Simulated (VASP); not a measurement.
# MgS (P1) in VASP: single point with PBE

Aim: the single point of MgS with PBE.

All numbers are computed with VASP 6.6.1; they aren't measurements. Logs are shortened: lines on timing, memory, paths and dates and some standing lists are left out, and cuts for length are marked.

## 1. The cell of the first run

The typed cell holds 16 atoms: a = 8.057 Å, b = 8.057 Å, c = 6.454 Å, α = 90.00°, β = 90.00°, γ = 120.00°.

## 2. Single point, PBE

File INCAR:

```
SYSTEM = MgS
ALGO = Normal
EDIFF = 1E-6
ENCUT = 520
GGA = PE
ISIF = 2
ISMEAR = -1
LASPH = .TRUE.
LCHARG = .FALSE.
LREAL = Auto
LWAVE = .FALSE.
NBANDS = 46
NELM = 100
PREC = Accurate
SIGMA = 0.026
```

File KPOINTS:

```
k-points
0
G
  3 3 2
  0 0 0
```

File POSCAR:

```
MgS
1.0
    8.0572512641      0.0000000000      0.0000000000
   -4.0286256320      6.9777842794      0.0000000000
    0.0000000000      0.0000000000      6.4543927776
Mg S
8 8
Direct
    0.1590709481      0.3265780237      0.0104015982
    0.3377255629      0.1646233179      0.5055919453
    0.1639658184      0.8209019899     -0.0120911452
    0.3361889977      0.6791661665      0.4899909424
    0.6576198327      0.3178739713      0.0021252193
    0.8474848882      0.1744447738      0.4973573984
    0.6723053801      0.8384237411     -0.0007728070
    0.8283515466      0.6740605344      0.4987877421
    0.1721144842      0.3311359176      0.3833462086
    0.3197374756      0.1577717161      0.8814651039
    0.1587278376      0.8443733374      0.3664673164
    0.3357781465      0.6583071095      0.8724379185
    0.6874083051      0.3386781398      0.3843418096
    0.8301354704      0.1609601207      0.8680091518
    0.6665397747      0.8513107832      0.3844984471
    0.8275018505      0.6604404515      0.8715196292
```

Potentials or basis: VASP PAW PBE potentials, release 64 (Mg, S).

Command:

```bash
$ cat potpaw_PBE.64/Mg/POTCAR potpaw_PBE.64/S/POTCAR > POTCAR
$ mpirun -np 1 vasp_std > vasp.out
```

OUTCAR:

```text
SYSTEM = MgS
   EDIFF = 1E-6
   ENCUT = 520
   GGA = PE
   ISIF = 2
   ISMEAR = -1
   LASPH = .TRUE.
   LREAL = Auto
   NELM = 100
   PREC = Accurate

 ion  position               nearest neighbor table
   1  0.159  0.327  0.010-   9 2.41  10 2.45  14 2.47  12 2.48
   2  0.338  0.165  0.506-  11 2.41  10 2.43   9 2.45  13 2.56
   3  0.164  0.821  0.988-  12 2.45  10 2.45  11 2.45  16 2.47
   4  0.336  0.679  0.490-  15 2.40  12 2.47  11 2.52   9 2.53
   5  0.658  0.318  0.002-  14 2.46  13 2.48  10 2.48  16 2.53
   6  0.847  0.174  0.497-  15 2.37  13 2.38   9 2.38  14 2.40
[... 8 lines left out ...]
  15  0.667  0.851  0.384-   6 2.37   4 2.40   8 2.48   7 2.49
  16  0.828  0.660  0.872-   8 2.41   3 2.47   7 2.47   5 2.53

  LATTYP: Found a hexagonal cell.
 ALAT       =     8.0572512641
 C/A-ratio  =     0.8010663396

  Lattice vectors:

 A1 = (   8.0572512641,   0.0000000000,   0.0000000000)
 A2 = (  -4.0286256320,   6.9777842794,   0.0000000000)
 A3 = (   0.0000000000,   0.0000000000,   6.4543927776)

Analysis of symmetry for initial positions (statically):
=====================================================================
 Subroutine PRICEL returns:
 Original cell was already a primitive cell.

 Routine SETGRP: Setting up the symmetry group for a
 hexagonal supercell.

 Subroutine GETGRP returns: Found  1 space group operations
 (whereof  1 operations were pure point group operations)
 out of a pool of 24 trial point group operations.

The static configuration has the point symmetry C_1 .

Analysis of symmetry for dynamics (positions and initial velocities):
=====================================================================
 Subroutine PRICEL returns:
 Original cell was already a primitive cell.

 Routine SETGRP: Setting up the symmetry group for a
 hexagonal supercell.

 Subroutine GETGRP returns: Found  1 space group operations
 (whereof  1 operations were pure point group operations)
 out of a pool of 24 trial point group operations.

The dynamic configuration has the point symmetry C_1 .

 Subroutine INISYM returns: Found  1 space group operations
 (whereof  1 operations are pure point group operations),
 and found     1 'primitive' translations
[... 106 lines left out ...]
   ENCUT  =  520.0 eV  38.22 Ry    6.18 a.u.  14.98 14.98 12.00*2*pi/ulx,y,z
   NELM   =    100;   NELMIN=  2; NELMDL= -5     # of ELM steps
   EDIFF  = 0.1E-05   stopping-criterion for ELM
   LREAL  =      T    real-space projection
   EDIFFG = 0.1E-04   stopping-criterion for IOM
   NSW    =      0    number of steps for IOM
   IBRION =     -1    ionic relax: 0-MD 1-quasi-New 2-CG
   NFREE  =      0    steps in history (QN), initial steepest desc. (CG)
   ISIF   =      2    stress and relaxation
   ISYM   =      2    0-nonsym 1-usesym 2-fastsym
   POTIM  = 0.5000    time-step for ionic-motion
   TEBEG  =    0.0;   TEEND  =   0.0 temperature during run
   PSTRESS=    0.0 pullay stress
   NELECT =      64.0000    total number of electrons
   NUPDOWN=      -1.0000    fix difference up-down
   EMIN   =  10.00;   EMAX   =-10.00  energy-range for DOS
   EFERMI =   0.00;   METHOD = LEGACY
   ISMEAR =    -1;   SIGMA  =   0.03  broadening in eV -4-tet -1-fermi 0-gaus
   EFERMI_NEDOS =   21; number of points for ismear=-14 and -15
   IALGO  =     38    algorithm
   IMIX   =      4    mixing-type and parameters
     AMIX     =   0.40;   BMIX     =  1.00
     AMIX_MAG =   1.60;   BMIX_MAG =  1.00
  volume/ion in A,a.u.               =      22.68       153.05
  Fermi-wavevector in a.u.,A,eV,Ry     =   0.918082  1.734924 11.468008  0.842875
  Thomas-Fermi vector in A             =   2.043124
   LORBIT       =      0    0 simple, 1 ext, 2 COOP (PROOUT), +10 PAW based schemes
   GGA     = PE    functional components
   LHFCALC =     F    Hartree Fock is set to
   AEXX    =    0.0000 exact exchange contribution
   IVDW    =     0    specifies the selected vdW correction
   LEPSILON=     F    determine dielectric tensor
   LRPA    =     F    only Hartree local field effects (RPA)
 non-spin polarized calculation
  energy-cutoff  :      520.00
  volume of cell :      362.88
 maximum number of plane-waves:      9777
   NGX = 29   NGY = 29   NGZ = 25

 number of electron      63.9999999 magnetization

 Free energy of the ion-electron system (eV)
  ---------------------------------------------------
  ext. energy  EPLUGINS =         0.00000000
  ---------------------------------------------------
  free energy    TOTEN  =       -67.62588401 eV

  energy without entropy =      -67.62588401  energy(sigma->0) =      -67.62588401

 E-fermi :   1.7755     XC(G=0):  -8.3848

 val. band max:        1.1558994999   @ k =   0.0000   0.0000   0.0000
 cond. band min:       4.5856408153   @ k =   0.0000   0.0000   0.0000
 fundamental gap:      3.4297413154
 Fermi energy:         1.7754719578

 k-point     1 :       0.0000    0.0000    0.0000
  band No.  band energies     occupation
      1     -10.2199      2.00000
      2      -9.6071      2.00000
      3      -9.5436      2.00000
      4      -9.5211      2.00000
      5      -9.4610      2.00000
      6      -9.3204      2.00000
[... 459 lines left out ...]
     43       7.8512      0.00000
     44       8.0118      0.00000
 [bands above 44 left out]

------------------------ aborting loop because EDIFF is reached ----------------------------------------

  FORCE on cell =-STRESS in cart. coord.  units (eV):
  Direction    XX          YY          ZZ          XY          YZ          ZX
  --------------------------------------------------------------------------------------
  -------------------------------------------------------------------------------------
  Total        1.0081945      2.4249826      3.2031120     -0.1605375      0.0203035     -0.2733002
  in kB        4.4513841     10.7067922     14.1423919     -0.7088059      0.0896439     -1.2066759
  external PRESSURE =       9.7668561 kB  Pullay stress =       0.0000000 kB

 VOLUME and BASIS-vectors are now :
 -----------------------------------------------------------------------------
  energy-cutoff  :      520.00
  volume of cell :      362.88
      direct lattice vectors                 reciprocal lattice vectors
     8.057251264  0.000000000  0.000000000     0.124111805  0.071655984  0.000000000
    -4.028625632  6.977784279  0.000000000     0.000000000  0.143311968  0.000000000
     0.000000000  0.000000000  6.454392778     0.000000000  0.000000000  0.154933242

 POSITION                                       TOTAL-FORCE (eV/Angst)
 -----------------------------------------------------------------------------------
     -0.03399      2.27879      0.06714        -0.010361      0.078029     -0.351444
      2.05793      1.14871      3.26329         0.265290      0.319107     -0.180333
     -1.98599      5.72808      6.37635        -0.133873      0.024880     -0.027454
     -0.02735      4.73907      3.16259        -0.354399     -0.287288      0.047181
      4.01801      2.21806      0.01372        -0.080958      0.288290     -0.095170
      6.12563      1.21724      3.21014        -0.030459      0.080387      0.082510
[... 8 lines left out ...]
      1.94087      5.94026      2.48170         0.288904     -0.580880     -0.463620
      4.00672      4.60841      5.62513         0.008372     -0.178807      0.441045
 -----------------------------------------------------------------------------------
    total drift:                               -0.001333      0.002930     -0.001442

  FREE ENERGIE OF THE ION-ELECTRON SYSTEM (eV)
  ---------------------------------------------------
  free  energy   TOTEN  =       -67.6258840097 eV

  energy  without entropy=      -67.6258840097  energy(sigma->0) =      -67.62588401
```

stdout:

```text
POSCAR found type information on POSCAR MgS
 POSCAR found :  2 types and      16 ions
 scaLAPACK will be used
 LDA part: xc-table for (Slater+PW92), standard interpolation
 POSCAR, INCAR and KPOINTS ok, starting setup
 FFT: planning ... GRIDC
 FFT: planning ... GRID_SOFT
 FFT: planning ... GRID
 WAVECAR not read
 entering main loop
```

Run time: 2.7 min. Hardware: 1 thread of AMD EPYC 9R14 (Zen 4), shared host; peak memory 0.41 GiB.

Results:

```yaml
Free_energy: -67.6259 eV
Pressure: 1.0 GPa
Largest_force: 0.925 eV/Å
Band_gap_on_the_k_mesh: 3.43 eV, direct
```

Forces in eV/Å, atoms in the order of the input:
```
Mg  -0.010  0.078 -0.351
Mg   0.265  0.319 -0.180
Mg  -0.134  0.025 -0.027
Mg  -0.354 -0.287  0.047
Mg  -0.081  0.288 -0.095
Mg  -0.030  0.080  0.083
Mg  -0.042 -0.335  0.021
Mg   0.033 -0.044 -0.218
S    0.235  0.569  0.003
S    0.375  0.066  0.069
S    0.421 -0.408  0.212
S   -0.098  0.083  0.157
S   -0.892  0.053 -0.238
S    0.016  0.272  0.541
S    0.289 -0.581 -0.464
S    0.008 -0.179  0.441
```

Caveat: the k points lie up to 0.49 Å⁻¹ apart. Expect the measured gap to be larger: semilocal functionals such as PBE lack the derivative discontinuity.
